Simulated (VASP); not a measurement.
# Ag in VASP: single point with r2SCAN

Aim: the single point of Ag with r2SCAN.

Program: VASP 6.6.1. These are calculated values, not measurements. Logs are shortened: lines on timing, memory, paths and dates and some standing lists are left out, and cuts for length are marked.

## 1. The cell of the first run

The cell holds a slab with vacuum, 9 atoms: a = 2.903 Å, b = 2.903 Å, c = 32.423 Å, α = 90.00°, β = 90.00°, γ = 90.00°.

## 2. Single point, r2SCAN

File POSCAR:

```
Ag
1.0
    2.9031188840      0.0000000000      0.0000000000
    0.0000000000      2.9031188840      0.0000000000
    0.0000000000      0.0000000000     32.4225203950
Ag
9
Direct
    0.0000000000      0.0000000000      0.2467420763
    0.5000000000      0.5000000000      0.3100565572
    0.0000000000      0.0000000000      0.3733710381
    0.5000000000      0.5000000000      0.4366855191
    0.0000000000      0.0000000000      0.5000000000
    0.5000000000      0.5000000000      0.5633144809
    0.0000000000      0.0000000000      0.6266289619
    0.5000000000      0.5000000000      0.6899434428
    0.0000000000      0.0000000000      0.7532579237
```

File INCAR.step1:

```
  PREC = Accurate
  ENCUT = 520
  ISMEAR = 1
  SIGMA = 0.1
  LREAL = F
  LASPH = T
  NELM = 80
  LDIPOL = T
  IDIPOL = 3
  DIPOL = 0.5 0.5 0.500
  NBANDS = 60
  GGA = PE
  ALGO = Normal
  EDIFF = 1E-4
  LWAVE = T
  LCHARG = F
```

File INCAR.step2:

```
  PREC = Accurate
  ENCUT = 520
  EDIFF = 1E-6
  ISMEAR = 1
  SIGMA = 0.1
  LREAL = F
  LASPH = T
  NELM = 80
  ALGO = Normal
  ISIF = 2
  LWAVE = F
  LCHARG = F
  LDIPOL = T
  IDIPOL = 3
  DIPOL = 0.5 0.5 0.500
  METAGGA = R2SCAN
  LMIXTAU = T
  NBANDS = 60
  ISTART = 1
```

File KPOINTS:

```
regular mesh
0
Gamma
  11 11 1
```

Potentials or basis: VASP PAW PBE potentials, release 64 (Ag).

Command:

```sh
$ cat potpaw_PBE.64/Ag/POTCAR > POTCAR
$ cp INCAR.step1 INCAR
$ mpirun -np 1 vasp_std > vasp.out
$ cp INCAR.step2 INCAR
$ mpirun -np 1 vasp_std > vasp.out
```

OUTCAR:

```text
PREC = Accurate
   ENCUT = 520
   EDIFF = 1E-6
   ISMEAR = 1
   LREAL = F
   LASPH = T
   NELM = 80
   ISIF = 2
   METAGGA = R2SCAN
   ISTART = 1

 ion  position               nearest neighbor table
   1  0.000  0.000  0.247-   2 2.90   2 2.90   2 2.90   2 2.90
   2  0.500  0.500  0.310-   1 2.90   3 2.90   1 2.90   3 2.90   1 2.90   3 2.90   1 2.90   3 2.90

   3  0.000  0.000  0.373-   2 2.90   2 2.90   2 2.90   2 2.90   4 2.90   4 2.90   4 2.90   4 2.90

   4  0.500  0.500  0.437-   5 2.90   5 2.90   5 2.90   5 2.90   3 2.90   3 2.90   3 2.90   3 2.90

   5  0.000  0.000  0.500-   4 2.90   6 2.90   4 2.90   6 2.90   4 2.90   6 2.90   4 2.90   6 2.90

   6  0.500  0.500  0.563-   5 2.90   5 2.90   5 2.90   5 2.90   7 2.90   7 2.90   7 2.90   7 2.90

   7  0.000  0.000  0.627-   8 2.90   8 2.90   8 2.90   8 2.90   6 2.90   6 2.90   6 2.90   6 2.90

   8  0.500  0.500  0.690-   7 2.90   9 2.90   7 2.90   9 2.90   7 2.90   9 2.90   7 2.90   9 2.90

   9  0.000  0.000  0.753-   8 2.90   8 2.90   8 2.90   8 2.90

  LATTYP: Found a simple tetragonal cell.
 ALAT       =     2.9031188840
 C/A-ratio  =    11.1681683357

  Lattice vectors:

 A1 = (   2.9031188840,   0.0000000000,   0.0000000000)
 A2 = (   0.0000000000,   2.9031188840,   0.0000000000)
 A3 = (   0.0000000000,   0.0000000000,  32.4225203950)

Analysis of symmetry for initial positions (statically):
=====================================================================
 Subroutine PRICEL returns:
 Original cell was already a primitive cell.

 Routine SETGRP: Setting up the symmetry group for a
 simple tetragonal supercell.

 Subroutine GETGRP returns: Found 16 space group operations
 (whereof 16 operations were pure point group operations)
 out of a pool of 16 trial point group operations.

The static configuration has the point symmetry D_4h.

Analysis of symmetry for dynamics (positions and initial velocities):
=====================================================================
 Subroutine PRICEL returns:
 Original cell was already a primitive cell.

 Routine SETGRP: Setting up the symmetry group for a
 simple tetragonal supercell.

 Subroutine GETGRP returns: Found 16 space group operations
 (whereof 16 operations were pure point group operations)
 out of a pool of 16 trial point group operations.

The dynamic configuration has the point symmetry D_4h.

 Subroutine INISYM returns: Found 16 space group operations
 (whereof 16 operations are pure point group operations),
 and found     1 'primitive' translations

----------------------------------------------------------------------------------------

                                     Primitive cell

  volume of cell :     273.2602

  direct lattice vectors                    reciprocal lattice vectors
     2.903118884  0.000000000  0.000000000     0.344457130  0.000000000  0.000000000
     0.000000000  2.903118884  0.000000000     0.000000000  0.344457130  0.000000000
     0.000000000  0.000000000 32.422520395     0.000000000  0.000000000  0.030842760

  length of vectors
     2.903118884  2.903118884 32.422520395     0.344457130  0.344457130  0.030842760

  position of ions in fractional coordinates (direct lattice)
     0.000000000  0.000000000  0.246742076
     0.500000000  0.500000000  0.310056557
     0.000000000  0.000000000  0.373371038
     0.500000000  0.500000000  0.436685519
     0.000000000  0.000000000  0.500000000
     0.500000000  0.500000000  0.563314481
     0.000000000  0.000000000  0.626628962
     0.500000000  0.500000000  0.689943443
     0.000000000  0.000000000  0.753257924

  ion indices of the primitive-cell ions
   primitive index   ion index
                 1           1
                 2           2
                 3           3
                 4           4
                 5           5
                 6           6
                 7           7
                 8           8
                 9           9

----------------------------------------------------------------------------------------

 KPOINTS: regular mesh

Automatic generation of k-mesh.
 Grid dimensions read from file:
 generate k-points for:   11   11    1

 Generating k-lattice:

  Cartesian coordinates                     Fractional coordinates (reciprocal lattice)
     0.031314285  0.000000000  0.000000000     0.090909091  0.000000000  0.000000000
     0.000000000  0.031314285  0.000000000     0.000000000  0.090909091  0.000000000
     0.000000000  0.000000000  0.030842760     0.000000000  0.000000000  1.000000000

  Length of vectors
     0.031314285  0.031314285  0.030842760

  Shift w.r.t. Gamma in fractional coordinates (k-lattice)
     0.000000000  0.000000000  0.000000000

 Subroutine IBZKPT returns following result:
 ===========================================

 Found     21 irreducible k-points:

 Following reciprocal coordinates:
            Coordinates               Weight
  0.000000  0.000000  0.000000      1.000000
  0.090909  0.000000  0.000000      4.000000
  0.181818  0.000000  0.000000      4.000000
  0.272727  0.000000  0.000000      4.000000
  0.363636  0.000000  0.000000      4.000000
  0.454545  0.000000  0.000000      4.000000
[... 13 lines left out ...]
  0.454545  0.363636  0.000000      8.000000
  0.454545  0.454545  0.000000      4.000000
   k-points           NKPTS =     21   k-points in BZ     NKDIM =     21   number of bands    NBANDS=     60
   number of dos      NEDOS =    301   number of ions     NIONS =      9
   total plane-waves  NPLWV = 144000
   dimension x,y,z NGX =    24 NGY =   24 NGZ =  250
   dimension x,y,z NGXF=    48 NGYF=   48 NGZF=  500
   ions per type =               9
   NGX,Y,Z   is equivalent  to a cutoff of  13.74, 13.74, 12.82 a.u.
   NGXF,Y,Z  is equivalent  to a cutoff of  27.49, 27.49, 25.64 a.u.
 SYSTEM =  unknown system
   PREC   = accura    normal or accurate (medium, high low for compatibility)
   ISTART =      1    job   : 0-new  1-cont  2-samecut
   ICHARG =      0    charge: 1-file 2-atom 10-const
   ISPIN  =      1    spin polarized calculation?
   LNONCOLLINEAR =      F non collinear calculations
   LSORBIT =      F    spin-orbit coupling
   LASPH  =      T    aspherical Exc in radial PAW
   ENCUT  =  520.0 eV  38.22 Ry    6.18 a.u.   5.40  5.40 60.28*2*pi/ulx,y,z
   NELM   =     80;   NELMIN=  2; NELMDL=  0     # of ELM steps
   EDIFF  = 0.1E-05   stopping-criterion for ELM
   LREAL  =      F    real-space projection
   EDIFFG = 0.1E-04   stopping-criterion for IOM
   NSW    =      0    number of steps for IOM
   IBRION =     -1    ionic relax: 0-MD 1-quasi-New 2-CG
   NFREE  =      0    steps in history (QN), initial steepest desc. (CG)
   ISIF   =      2    stress and relaxation
   ISYM   =      2    0-nonsym 1-usesym 2-fastsym
   POTIM  = 0.5000    time-step for ionic-motion
   TEBEG  =    0.0;   TEEND  =   0.0 temperature during run
   PSTRESS=    0.0 pullay stress
   NELECT =      99.0000    total number of electrons
   NUPDOWN=      -1.0000    fix difference up-down
   EMIN   =  10.00;   EMAX   =-10.00  energy-range for DOS
   EFERMI =   0.00;   METHOD = LEGACY
   ISMEAR =     1;   SIGMA  =   0.10  broadening in eV -4-tet -1-fermi 0-gaus
   EFERMI_NEDOS =   21; number of points for ismear=-14 and -15
   IALGO  =     38    algorithm
   IMIX   =      4    mixing-type and parameters
     AMIX     =   0.40;   BMIX     =  1.00
     AMIX_MAG =   1.60;   BMIX_MAG =  1.00
  volume/ion in A,a.u.               =      30.36       204.89
  Fermi-wavevector in a.u.,A,eV,Ry     =   1.167063  2.205430 18.531636  1.362037
  Thomas-Fermi vector in A             =   2.303568
   LORBIT       =      0    0 simple, 1 ext, 2 COOP (PROOUT), +10 PAW based schemes
   METAGGA = R2SCAN    functional components
   LHFCALC =     F    Hartree Fock is set to
   AEXX    =    0.0000 exact exchange contribution
   IVDW    =     0    specifies the selected vdW correction
   LEPSILON=     F    determine dielectric tensor
   LRPA    =     F    only Hartree local field effects (RPA)
 non-spin polarized calculation
 Methfessel and Paxton  Order N= 1 SIGMA  =   0.10
  energy-cutoff  :      520.00
  volume of cell :      273.26
 maximum number of plane-waves:      7431
 NGX is ok and might be reduce to    24
   NGX = 11   NGY = 11   NGZ =121

 dipolmoment           0.000000      0.000000     -0.000000 electrons x Angstroem

 number of electron      98.9999988 magnetization

 dipolmoment           0.000000      0.000000      0.000000 electrons x Angstroem

 Free energy of the ion-electron system (eV)
  ---------------------------------------------------
  ext. energy  EPLUGINS =         0.00000000
  ---------------------------------------------------
  free energy    TOTEN  =      -191.18058977 eV

  energy without entropy =     -191.18098217  energy(sigma->0) =     -191.18072057

 E-fermi :   2.8882     XC(G=0):  -7.8181

 val. band max:        2.8730748039   @ k =   0.4545   0.2727   0.0000
 cond. band min:       2.9619832948   @ k =   0.0909   0.0000   0.0000
 fundamental gap:      0.0889084909
 Fermi energy:         2.8881573328

 k-point     1 :       0.0000    0.0000    0.0000
  band No.  band energies     occupation
      1      -4.8914      2.00000
      2      -4.5078      2.00000
      3      -3.9829      2.00000
      4      -3.8064      2.00000
      5      -3.7092      2.00000
      6      -3.6330      2.00000
[... 52 lines left out ...]
     59       9.5693      0.00000
     60      10.3170      0.00000

 k-point     2 :       0.0909    0.0000    0.0000
  band No.  band energies     occupation
      1      -4.7201      2.00000
      2      -4.3493      2.00000
      3      -3.8487      2.00000
      4      -3.7278      2.00000
      5      -3.6146      2.00000
      6      -3.5631      2.00000
[... 1186 lines left out ...]
     59       9.7630      0.00000
     60      10.3400      0.00000

 k-point    21 :       0.4545    0.4545    0.0000
  band No.  band energies     occupation
      1      -3.7600      2.00000
      2      -3.7520      2.00000
      3      -3.6570      2.00000
      4      -3.6568      2.00000
      5      -3.5564      2.00000
      6      -3.5258      2.00000
[... 52 lines left out ...]
     59       9.8088      0.00000
     60      10.2187      0.00000

------------------------ aborting loop because EDIFF is reached ----------------------------------------

 vacuum level on the upper side and lower side of the slab       (xc-potential included)        -0.009        -0.009

  FORCE on cell =-STRESS in cart. coord.  units (eV):
  Direction    XX          YY          ZZ          XY          YZ          ZX
  --------------------------------------------------------------------------------------
  -------------------------------------------------------------------------------------
  Total       -1.7058483     -1.7058483      0.0651445      0.0000000     -0.0000000      0.0000000
  in kB      -10.0017170    -10.0017170      0.3819549      0.0000000     -0.0000000      0.0000000
  external PRESSURE =      -6.5404931 kB  Pullay stress =       0.0000000 kB

 VOLUME and BASIS-vectors are now :
 -----------------------------------------------------------------------------
  energy-cutoff  :      520.00
  volume of cell :      273.26
      direct lattice vectors                 reciprocal lattice vectors
     2.903118884  0.000000000  0.000000000     0.344457130  0.000000000  0.000000000
     0.000000000  2.903118884  0.000000000     0.000000000  0.344457130  0.000000000
     0.000000000  0.000000000 32.422520395     0.000000000  0.000000000  0.030842760

 POSITION                                       TOTAL-FORCE (eV/Angst)
 -----------------------------------------------------------------------------------
      0.00000      0.00000      8.00000         0.000000      0.000000      0.109431
      1.45156      1.45156     10.05282         0.000000     -0.000000     -0.152060
      0.00000      0.00000     12.10563        -0.000000      0.000000     -0.010579
      1.45156      1.45156     14.15845         0.000000      0.000000      0.001610
      0.00000      0.00000     16.21126         0.000000      0.000000      0.000000
      1.45156      1.45156     18.26408         0.000000      0.000000     -0.001610
      0.00000      0.00000     20.31689         0.000000     -0.000000      0.010579
      1.45156      1.45156     22.36971        -0.000000     -0.000000      0.152060
      0.00000      0.00000     24.42252         0.000000      0.000000     -0.109431
 -----------------------------------------------------------------------------------
    total drift:                                0.000000      0.000000      0.000000

  FREE ENERGIE OF THE ION-ELECTRON SYSTEM (eV)
  ---------------------------------------------------
  free  energy   TOTEN  =      -191.1805897714 eV

  energy  without entropy=     -191.1809821737  energy(sigma->0) =     -191.18072057

 vacuum level on the upper side and lower side of the slab         7.151         7.151
```

It took 42 min on 1 thread of Intel Xeon Platinum 8488C (Sapphire Rapids), shared host; peak memory 0.51 GiB.

Results:

| Item | Value |
| --- | --- |
| Free energy | -191.1806 eV |
| Largest force | 0.152 eV/Å |
| Band gap on the k mesh | zero (an odd number of electrons rules out a gap without spin polarisation) |

Forces in eV/Å, atoms in the order of the input:
```
Ag   0.000  0.000  0.109
Ag   0.000  0.000 -0.152
Ag   0.000  0.000 -0.011
Ag   0.000  0.000  0.002
Ag   0.000  0.000  0.000
Ag   0.000  0.000 -0.002
Ag   0.000  0.000  0.011
Ag   0.000  0.000  0.152
Ag   0.000  0.000 -0.109
```

Caveat: the PAW data sets were made with another functional, which shifts forces and pressure a little.
